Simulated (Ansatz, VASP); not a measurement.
**One calculation of SnSe, two programs**

Contents of INCAR:

```
SYSTEM = SnSe
PREC     = Accurate       ! precision mode
ENCUT    = 520            ! plane-wave cutoff, eV
EDIFF    = 1E-6           ! SCF threshold, eV
ISMEAR   = 0              ! smearing method
SIGMA    = 0.05           ! smearing width, eV
LREAL    = .FALSE.        ! projectors in reciprocal space
LASPH    = .TRUE.         ! aspherical terms in the spheres
NELM     = 80             ! most SCF steps
ALGO     = Normal         ! electronic algorithm
ISIF     = 2              ! what is computed and relaxed
LWAVE    = .FALSE.        ! write WAVECAR
LCHARG   = .FALSE.        ! write CHGCAR
GGA      = CA             ! functional
NBANDS   = 17             ! bands
```

Contents of KPOINTS:

```
regular mesh
0
G
  8 8 8
  0 0 0
```

File POSCAR:

```
SnSe
1.0
    0.0000000000      2.9648500000      3.0100000000
    3.0551500000      0.0000000000      3.0100000000
    3.0551500000      2.9648500000      0.0000000000
Sn Se
1 1
Direct
    0.0000000000      0.0000000000      0.0000000000
    0.5000000000      0.5000000000      0.5000000000
```

Input for Ansatz:

```yaml
crystal:
  lattice:
    - [0.0, 2.96485, 3.01]
    - [3.05515, 0.0, 3.01]
    - [3.05515, 2.96485, 0.0]
  atoms:
    - { symbol: Sn, position: [0.0, 0.0, 0.0] }
    - { symbol: Se, position: [0.5, 0.5, 0.5] }
basis:
  ecutwfc: 420
kpoints:
  mp_grid: { grid: [8, 8, 8] }
hamiltonian:
  xc: lda
scf:
  occupations: { method: gaussian, width: 0.05 }
output:
  forces: true
  stress: true
  eigenvalues: true
```

Change from the starting cell: strain +0.0150 x Voigt [1, -1, 0, 0, 0, 0], atoms carried along.

Alike in both runs: task single point; functional LDA; k mesh 8 × 8 × 8; occupations gaussian, width 0.05 eV; no spin polarisation.

```csv
,VASP,Ansatz
version,VASP 6.6.1,Ansatz 0.2.0
potentials or method,"VASP PAW LDA potentials, release 64 (Sn_d, Se), cutoff 520 eV","scalar-relativistic, plane waves, PAW"
valence electrons in the cell,20,30
```

Ansatz gave:

```
gap on the k mesh at the Fermi level (eV)                     : 0.63
least direct gap on the mesh (eV)                             : 0.63
pressure (GPa)                                                : -3.3
traceless stress, the component that is largest in VASP (GPa) : 1.68
```

Problem. What did VASP give for the same quantities?

Solution. gap on the k mesh at the Fermi level (eV): 0.65; least direct gap on the mesh (eV): 0.65; pressure (GPa): -3.2; traceless stress, the component that is largest in VASP (GPa): 1.70.

LDA's correlation is that of Perdew and Zunger in VASP and of Perdew and Wang (1992) in Ansatz. VASP's potentials hold 20 valence electrons a cell and Ansatz's 30, so a difference there can come from the potentials and not from the codes.
